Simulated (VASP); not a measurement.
# Sr2NbO2 (P-3m1) in VASP: relaxation of cell and atoms with PBE

Aim: the relaxation of cell and atoms of Sr2NbO2 with PBE.

All numbers are computed with VASP 6.6.1; they aren't measurements. Logs are shortened: lines on timing, memory, paths and dates and some standing lists are left out, and cuts for length are marked.

## 1. The cell of the first run

Symmetry: P-3m1, No. 164, trigonal system. Conventional cell: a = 3.955 Å, b = 3.955 Å, c = 9.538 Å, α = 90.00°, β = 90.00°, γ = 120.00°. Sr (site symmetry 3m) has 3 O at 2.41 Å within 3.2 Å. Nb (site symmetry -3m) has 2 O at 1.94 Å within 2.6 Å. Within 2.6 Å of O (site symmetry 3m) lie 1 Nb at 1.94 Å and 3 Sr at 2.41 Å.

The cell was built from a structure type or drawn by symmetry, and may not be a known phase.

## 2. Relaxation of cell and atoms, PBE

Input file INCAR:

```
PREC = Accurate
ENCUT = 600
EDIFF = 1E-6
ISMEAR = 0
SIGMA = 0.1
LREAL = F
LASPH = T
NELM = 100
ALGO = Normal
ISIF = 3
LWAVE = F
LCHARG = F
GGA = PE
IBRION = 2
NSW = 100
EDIFFG = -0.01
```

Input file KPOINTS:

```
regular mesh
0
Gamma
  12 12 4
```

Input file POSCAR:

```
Sr2NbO2
1.0
    3.9545456807      0.0000000000      0.0000000000
   -1.9772728404      3.4247370199      0.0000000000
    0.0000000000      0.0000000000      9.5378831352
Sr Nb O
2 1 2
Direct
    0.3333333333      0.6666666667      0.2832524027
    0.6666666667      0.3333333333      0.7167475973
    0.0000000000      0.0000000000      0.0000000000
    0.0000000000      0.0000000000      0.2032103791
    0.0000000000      0.0000000000      0.7967896209
```

Potentials or basis: VASP PAW PBE potentials, release 64 (Sr_sv, Nb_sv, O).

Command:

```sh
$ cat potpaw_PBE.64/Sr_sv/POTCAR potpaw_PBE.64/Nb_sv/POTCAR potpaw_PBE.64/O/POTCAR > POTCAR
$ mpirun -np 1 vasp_std > vasp.out
```

OUTCAR:

```text
PREC = Accurate
   ENCUT = 600
   EDIFF = 1E-6
   ISMEAR = 0
   LREAL = F
   LASPH = T
   NELM = 100
   ISIF = 3
   GGA = PE
   IBRION = 2
   NSW = 100
   EDIFFG = -0.01

 ion  position               nearest neighbor table
   1  0.333  0.667  0.283-   4 2.41   4 2.41   4 2.41   3 3.54   3 3.54   3 3.54   2 4.72   2 4.72
                             2 4.72
   2  0.667  0.333  0.717-   5 2.41   5 2.41   5 2.41   3 3.54   3 3.54   3 3.54   1 4.72   1 4.72
                             1 4.72
   3  0.000  0.000  0.000-   4 1.94   5 1.94   1 3.54   2 3.54   2 3.54   1 3.54   2 3.54   1 3.54

   4  0.000  0.000  0.203-   3 1.94   1 2.41   1 2.41   1 2.41
   5  0.000  0.000  0.797-   3 1.94   2 2.41   2 2.41   2 2.41

  LATTYP: Found a hexagonal cell.
 ALAT       =     3.9545456807
 C/A-ratio  =     2.4118783560

  Lattice vectors:

 A1 = (   3.9545456807,   0.0000000000,   0.0000000000)
 A2 = (  -1.9772728404,   3.4247370199,   0.0000000000)
 A3 = (   0.0000000000,   0.0000000000,   9.5378831352)

Analysis of symmetry for initial positions (statically):
=====================================================================
 Subroutine PRICEL returns:
 Original cell was already a primitive cell.

 Routine SETGRP: Setting up the symmetry group for a
 hexagonal supercell.

 Subroutine GETGRP returns: Found 12 space group operations
 (whereof 12 operations were pure point group operations)
 out of a pool of 24 trial point group operations.

The static configuration has the point symmetry D_3d.

Analysis of symmetry for dynamics (positions and initial velocities):
=====================================================================
 Subroutine PRICEL returns:
 Original cell was already a primitive cell.

 Routine SETGRP: Setting up the symmetry group for a
 hexagonal supercell.

 Subroutine GETGRP returns: Found 12 space group operations
 (whereof 12 operations were pure point group operations)
 out of a pool of 24 trial point group operations.

The dynamic configuration has the point symmetry D_3d.

 Subroutine INISYM returns: Found 12 space group operations
 (whereof 12 operations are pure point group operations),
 and found     1 'primitive' translations

----------------------------------------------------------------------------------------

                                     Primitive cell

  volume of cell :     129.1742

  direct lattice vectors                    reciprocal lattice vectors
     3.954545681  0.000000000  0.000000000     0.252873549  0.145996611  0.000000000
    -1.977272840  3.424737020  0.000000000     0.000000000  0.291993223  0.000000000
     0.000000000  0.000000000  9.537883135     0.000000000  0.000000000  0.104845067

  length of vectors
     3.954545681  3.954545681  9.537883135     0.291993223  0.291993223  0.104845067

  position of ions in fractional coordinates (direct lattice)
     0.333333333  0.666666667  0.283252403
     0.666666667  0.333333333  0.716747597
     0.000000000  0.000000000  0.000000000
     0.000000000  0.000000000  0.203210379
     0.000000000  0.000000000  0.796789621

  ion indices of the primitive-cell ions
   primitive index   ion index
                 1           1
                 2           2
                 3           3
                 4           4
                 5           5

----------------------------------------------------------------------------------------

 KPOINTS: regular mesh

Automatic generation of k-mesh.
 Grid dimensions read from file:
 generate k-points for:   12   12    4

 Generating k-lattice:

  Cartesian coordinates                     Fractional coordinates (reciprocal lattice)
     0.021072796  0.012166384  0.000000000     0.083333333 -0.000000000  0.000000000
     0.000000000  0.024332769  0.000000000     0.000000000  0.083333333  0.000000000
     0.000000000  0.000000000  0.026211267     0.000000000  0.000000000  0.250000000

  Length of vectors
     0.024332769  0.024332769  0.026211267

  Shift w.r.t. Gamma in fractional coordinates (k-lattice)
     0.000000000  0.000000000  0.000000000

 Subroutine IBZKPT returns following result:
 ===========================================

 Found     69 irreducible k-points:

 Following reciprocal coordinates:
            Coordinates               Weight
  0.000000  0.000000  0.000000      1.000000
  0.083333 -0.000000  0.000000      6.000000
  0.166667 -0.000000  0.000000      6.000000
  0.250000  0.000000  0.000000      6.000000
  0.333333  0.000000  0.000000      6.000000
  0.416667 -0.000000  0.000000      6.000000
[... 16 lines left out ...]
  0.166667 -0.000000  0.250000      6.000000
  0.000000  0.166667  0.250000      6.000000
 [... further k-points ...]
   k-points           NKPTS =     69   k-points in BZ     NKDIM =     69   number of bands    NBANDS=     27
   number of dos      NEDOS =    301   number of ions     NIONS =      5
   total plane-waves  NPLWV =  81920
   dimension x,y,z NGX =    32 NGY =   32 NGZ =   80
   dimension x,y,z NGXF=    64 NGYF=   64 NGZF=  160
   ions per type =               2   1   2
   NGX,Y,Z   is equivalent  to a cutoff of  13.45, 13.45, 13.94 a.u.
   NGXF,Y,Z  is equivalent  to a cutoff of  26.91, 26.91, 27.89 a.u.
 SYSTEM =  unknown system
   PREC   = accura    normal or accurate (medium, high low for compatibility)
   ISTART =      0    job   : 0-new  1-cont  2-samecut
   ICHARG =      2    charge: 1-file 2-atom 10-const
   ISPIN  =      1    spin polarized calculation?
   LNONCOLLINEAR =      F non collinear calculations
   LSORBIT =      F    spin-orbit coupling
   LASPH  =      T    aspherical Exc in radial PAW
   ENCUT  =  600.0 eV  44.10 Ry    6.64 a.u.   7.90  7.90 19.05*2*pi/ulx,y,z
   NELM   =    100;   NELMIN=  2; NELMDL= -5     # of ELM steps
   EDIFF  = 0.1E-05   stopping-criterion for ELM
   LREAL  =      F    real-space projection
   EDIFFG = -.1E-01   stopping-criterion for IOM
   NSW    =    100    number of steps for IOM
   IBRION =      2    ionic relax: 0-MD 1-quasi-New 2-CG
   NFREE  =      1    steps in history (QN), initial steepest desc. (CG)
   ISIF   =      3    stress and relaxation
   ISYM   =      2    0-nonsym 1-usesym 2-fastsym
   POTIM  = 0.5000    time-step for ionic-motion
   TEBEG  =    0.0;   TEEND  =   0.0 temperature during run
   PSTRESS=    0.0 pullay stress
   NELECT =      45.0000    total number of electrons
   NUPDOWN=      -1.0000    fix difference up-down
   EMIN   =  10.00;   EMAX   =-10.00  energy-range for DOS
   EFERMI =   0.00;   METHOD = LEGACY
   ISMEAR =     0;   SIGMA  =   0.10  broadening in eV -4-tet -1-fermi 0-gaus
   EFERMI_NEDOS =   21; number of points for ismear=-14 and -15
   IALGO  =     38    algorithm
   IMIX   =      4    mixing-type and parameters
     AMIX     =   0.40;   BMIX     =  1.00
     AMIX_MAG =   1.60;   BMIX_MAG =  1.00
  volume/ion in A,a.u.               =      25.83       174.34
  Fermi-wavevector in a.u.,A,eV,Ry     =   1.151915  2.176804 18.053678  1.326908
  Thomas-Fermi vector in A             =   2.288569
   LORBIT       =      0    0 simple, 1 ext, 2 COOP (PROOUT), +10 PAW based schemes
   GGA     = PE    functional components
   LHFCALC =     F    Hartree Fock is set to
   AEXX    =    0.0000 exact exchange contribution
   IVDW    =     0    specifies the selected vdW correction
   LEPSILON=     F    determine dielectric tensor
   LRPA    =     F    only Hartree local field effects (RPA)
 conjugate gradient relaxation of ions
 non-spin polarized calculation
 Gauss-broadening in eV      SIGMA  =   0.10
  energy-cutoff  :      600.00
  volume of cell :      129.17
 maximum number of plane-waves:      4350
   NGX = 15   NGY = 15   NGZ = 39

--------------------------------------- Ionic step        1  -------------------------------------------

 number of electron      44.9999995 magnetization

 Free energy of the ion-electron system (eV)
  ---------------------------------------------------
  ext. energy  EPLUGINS =         0.00000000
  ---------------------------------------------------
  free energy    TOTEN  =       -31.80310561 eV

  energy without entropy =      -31.79205855  energy(sigma->0) =      -31.79758208

------------------------ aborting loop because EDIFF is reached ----------------------------------------

  FORCE on cell =-STRESS in cart. coord.  units (eV):
  Direction    XX          YY          ZZ          XY          YZ          ZX
  --------------------------------------------------------------------------------------
  -------------------------------------------------------------------------------------
  Total        0.3190885      0.3190885      0.3173437     -0.0000000     -0.0000000      0.0000000
  in kB        3.9577271      3.9577271      3.9360862     -0.0000000     -0.0000000      0.0000000
  external PRESSURE =       3.9505135 kB  Pullay stress =       0.0000000 kB
[... 98 lines left out ...]
  FREE ENERGIE OF THE ION-ELECTRON SYSTEM (eV)
  ---------------------------------------------------
  free  energy   TOTEN  =       -31.8129513298 eV

  energy  without entropy=      -31.8031362518  energy(sigma->0) =      -31.80804379

[... ionic steps 4 to 26 ...]

--------------------------------------- Ionic step       27  -------------------------------------------

 number of electron      44.9999998 magnetization

------------------------ aborting loop because EDIFF is reached ----------------------------------------

  FORCE on cell =-STRESS in cart. coord.  units (eV):
  Direction    XX          YY          ZZ          XY          YZ          ZX
  --------------------------------------------------------------------------------------
  -------------------------------------------------------------------------------------
  Total        0.0056277      0.0056277     -0.1101507     -0.0000000      0.0000000     -0.0000000
  in kB        0.0705363      0.0705363     -1.3806068     -0.0000000      0.0000000     -0.0000000
  external PRESSURE =      -0.4131780 kB  Pullay stress =       0.0000000 kB
[... 63 lines left out ...]
  energy  without entropy=      -31.8159022504  energy(sigma->0) =      -31.82024429

--------------------------------------- Ionic step       29  -------------------------------------------

 number of electron      44.9999998 magnetization

 Free energy of the ion-electron system (eV)
  ---------------------------------------------------
  ext. energy  EPLUGINS =         0.00000000
  ---------------------------------------------------
  free energy    TOTEN  =       -31.82461497 eV

  energy without entropy =      -31.81592001  energy(sigma->0) =      -31.82026749

 E-fermi :   3.6631     XC(G=0):  -8.7596

 val. band max:        3.6363037557   @ k =   0.4167  -0.0000   0.5000
 cond. band min:       3.7100904562   @ k =   0.0833   0.0833   0.5000
 fundamental gap:      0.0737867005
 Fermi energy:         3.6630816328

 k-point     1 :       0.0000    0.0000    0.0000
  band No.  band energies     occupation
      1     -52.3971      2.00000
      2     -32.1539      2.00000
      3     -32.1538      2.00000
      4     -29.0822      2.00000
      5     -28.1859      2.00000
      6     -28.1859      2.00000
[... 709 lines left out ...]
     26       5.0848      0.00000
     27       5.2156      0.00000

 [... further k-points ...]

------------------------ aborting loop because EDIFF is reached ----------------------------------------

  FORCE on cell =-STRESS in cart. coord.  units (eV):
  Direction    XX          YY          ZZ          XY          YZ          ZX
  --------------------------------------------------------------------------------------
  -------------------------------------------------------------------------------------
  Total        0.0120843      0.0120843     -0.0264710     -0.0000000     -0.0000000     -0.0000000
  in kB        0.1513993      0.1513993     -0.3316436     -0.0000000     -0.0000000     -0.0000000
  external PRESSURE =      -0.0096150 kB  Pullay stress =       0.0000000 kB
[... 20 lines left out ...]
  FREE ENERGIE OF THE ION-ELECTRON SYSTEM (eV)
  ---------------------------------------------------
  free  energy   TOTEN  =       -31.8246149680 eV

  energy  without entropy=      -31.8159200127  energy(sigma->0) =      -31.82026749

 reached required accuracy - stopping structural energy minimisation
```

Run time: 32 min. Hardware: 1 thread of Intel Xeon 6975P-C (Granite Rapids), shared host; peak memory 0.51 GiB.

Results:

```
Free energy                           : -31.8246 eV
Relaxed volume                        : 25.58 Å³/atom
Relaxed cell                          : a = 3.914 Å, b = 3.914 Å, c = 9.638 Å, α = 90.00°, β = 90.00°, γ = 120.00°
Space group after relaxing (to 0.1 Å) : P-3m1 (No. 164)
Energy gained by relaxing             : 4.3 meV/atom
Ionic steps                           : 29
Pressure after relaxing               : 0.0 GPa
Largest force after relaxing          : 0.004 eV/Å
Band gap on the k mesh                : zero (an odd number of electrons rules out a gap without spin polarisation)
```

Forces on the atoms (eV/Å):
```
Sr   0.000  0.000  0.000
Sr   0.000  0.000  0.000
Nb   0.000  0.000  0.000
O    0.000  0.000  0.004
O    0.000  0.000 -0.004
```

Step by step:
| step | energy change (eV) | largest force (eV/Å) | pressure (GPa) | volume (Å³) |
| --- | --- | --- | --- | --- |
| 1 | 0.0000 | 0.2584 | 0.40 | 129.17 |
| 2 | -0.0093 | 0.1306 | -0.08 | 130.37 |
| 3 | -0.0098 | 0.0919 | -0.21 | 130.73 |
| 4 | -0.0145 | 0.0828 | -0.47 | 130.54 |
| 5 | -0.0157 | 0.1656 | -0.67 | 130.38 |
| 6 | -0.0180 | 0.1079 | -0.49 | 129.88 |
| 7 | -0.0203 | 0.0310 | -0.13 | 128.89 |
| 8 | -0.0204 | 0.0400 | -0.04 | 128.61 |
| 9 | -0.0204 | 0.0464 | -0.03 | 128.56 |
| 10 | -0.0204 | 0.0503 | -0.01 | 128.52 |
| 11 | -0.0205 | 0.0421 | -0.02 | 128.46 |
| 12 | -0.0207 | 0.0289 | -0.01 | 128.28 |
| 13 | -0.0208 | 0.0391 | 0.00 | 127.92 |
| 14 | -0.0208 | 0.0285 | 0.01 | 128.04 |
| 15 | -0.0209 | 0.0264 | 0.00 | 128.00 |
| 16 | -0.0211 | 0.0200 | 0.06 | 127.85 |
| 17 | -0.0212 | 0.0454 | 0.15 | 127.56 |
| 18 | -0.0214 | 0.0287 | 0.09 | 127.59 |
| 19 | -0.0214 | 0.0147 | 0.04 | 127.61 |
| 20 | -0.0214 | 0.0111 | 0.04 | 127.65 |
| 21 | -0.0215 | 0.0074 | -0.01 | 127.77 |
| 22 | -0.0215 | 0.0110 | 0.00 | 127.82 |
| 23 | -0.0215 | 0.0235 | -0.05 | 127.93 |
| 24 | -0.0215 | 0.0165 | -0.07 | 127.88 |
| 25 | -0.0215 | 0.0126 | -0.06 | 127.85 |
| 26 | -0.0215 | 0.0116 | -0.05 | 127.84 |
| 27 | -0.0215 | 0.0117 | -0.04 | 127.83 |
| 28 | -0.0215 | 0.0077 | -0.02 | 127.84 |
| 29 | -0.0215 | 0.0041 | 0.00 | 127.88 |

Final structure:
```xyz
5
Lattice="3.9142 0.0000 0.0000 -1.9571 3.3898 0.0000 0.0000 0.0000 9.6379" Properties=species:S:1:pos:R:3 pbc="T T T"
Sr    0.0000    2.2599    2.7962
Sr    1.9571    1.1299    6.8416
Nb    0.0000    0.0000    0.0000
O     3.9142    0.0000    1.9343
O     0.0000    0.0000    7.7036
```

Levels at points of the mesh, in eV from the Fermi level:
| k point | band 21 | band 22 | band 23 | band 24 | band 25 | band 26 |
| --- | --- | --- | --- | --- | --- | --- |
| (0.00, 0.00, 0.00) | -3.28 | -1.63 | -0.17 | -0.17 | 0.97 | 1.40 |
| (0.50, 0.00, 0.00) | -1.63 | 0.37 | 0.47 | 0.83 | 1.11 | 1.22 |
| (0.00, 0.00, 0.50) | -3.20 | -1.74 | -0.17 | -0.17 | 1.24 | 1.39 |
| (0.50, 0.00, 0.50) | -1.65 | 0.44 | 0.44 | 0.85 | 1.22 | 1.25 |

Caveat: an odd number of electrons without spin polarisation forces a metal; a magnetic or distorted state may lie lower.
